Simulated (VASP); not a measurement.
Input of a VASP 6.6.1 run:

Contents of INCAR:

```
ALGO     = Normal         # electronic algorithm
EDIFF    = 1E-6           # SCF threshold, eV
ENCUT    = 520            # plane-wave cutoff, eV
GGA      = CA             # functional
ISIF     = 2              # what is computed and relaxed
ISMEAR   = -1             # smearing method
LASPH    = T              # aspherical terms in the spheres
LCHARG   = F              # write CHGCAR
LREAL    = F              # projectors in reciprocal space
LWAVE    = F              # write WAVECAR
NBANDS   = 16             # bands
NELM     = 60             # most SCF steps
PREC     = Accurate       # precision mode
SIGMA    = 0.08           # smearing width, eV
```

KPOINTS

```
k-points
0
Gamma
  7 7 7
```

File POSCAR:

```
Cs
1.0
    0.0000000000      4.7190193854      4.7190193854
    4.7190193854      0.0000000000      4.7190193854
    4.7190193854      4.7190193854      0.0000000000
Cs
2
Direct
   -0.1250000000     -0.1250000000     -0.1250000000
    0.1250000000      0.1250000000      0.1250000000
```

Potentials or basis: VASP PAW LDA potentials, release 64 (Cs_sv).

Launch:

```bash
$ cat potpaw_LDA.64/Cs_sv/POTCAR > POTCAR
$ mpirun -np 1 vasp_std > vasp.out
```

Predict the band gap on the k mesh.

zero (bands 9 and 10 overlap by 0.02 eV).

Predict the pressure.

0.4 GPa.

Caveat: spin-orbit coupling is left out, which moves the levels of the heavy elements.
